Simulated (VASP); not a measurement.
Set up this calculation in VASP 6.6.1, as the native input.

```
Task                   : single point
Functional             : PBE
Dispersion             : D3(BJ)
Potentials or basis    : VASP PAW PBE potentials, release 64 (Ta_pv)
Cutoff                 : 520 eV
k mesh                 : 8 × 8 × 8
Occupations            : gaussian, width 0.1 eV
Spin                   : no spin polarisation
Dipole correction      : no
Further INCAR settings : ALGO = Fast; EDIFF = 1e-07; NBANDS = 54
```

The structure of Ta lies in POSCAR:

```
Ta
1.0
    5.2610196186      0.0000000000      0.0000000000
    0.0000000000      5.2610196186      0.0000000000
    0.0000000000      0.0000000000      5.2610196186
Ta
8
Direct
    0.0000000000      0.0000000000      0.0000000000
    0.5000000000      0.5000000000      0.5000000000
    0.2500000000      0.0000000000      0.5000000000
    0.7500000000      0.0000000000      0.5000000000
    0.5000000000      0.7500000000      0.0000000000
    0.5000000000      0.2500000000      0.0000000000
    0.0000000000      0.5000000000      0.7500000000
    0.0000000000      0.5000000000      0.2500000000
```

One way to write it, as run:

INCAR

```
PREC = Accurate
ENCUT = 520
EDIFF = 1E-7
ISMEAR = 0
SIGMA = 0.1
LREAL = F
LASPH = T
NELM = 100
ALGO = Fast
ISIF = 2
LWAVE = F
LCHARG = F
GGA = PE
IVDW = 12
NBANDS = 54
```

KPOINTS

```
Automatic mesh
0
Gamma
  8 8 8
```

Potentials or basis: VASP PAW PBE potentials, release 64 (Ta_pv).

Command:

```sh
$ cat potpaw_PBE.64/Ta_pv/POTCAR > POTCAR
$ mpirun -np 1 vasp_std > vasp.out
```

Results of the run:

- Pressure: 0.1 GPa
- Band gap on the k mesh: zero (band 44 reaches 5.54 eV, above the bottom of band 45 at 5.37 eV)
- Dispersion energy per atom: -0.655 eV

Caveat: spin-orbit coupling is left out, which moves the levels of the heavy elements; pairwise dispersion overbinds metals, which lowers pressure and volume.

Run time: 5.2 min on 1 thread of AMD EPYC 7R13 Processor (Zen 3) (shared host), peak memory 0.33 GiB.
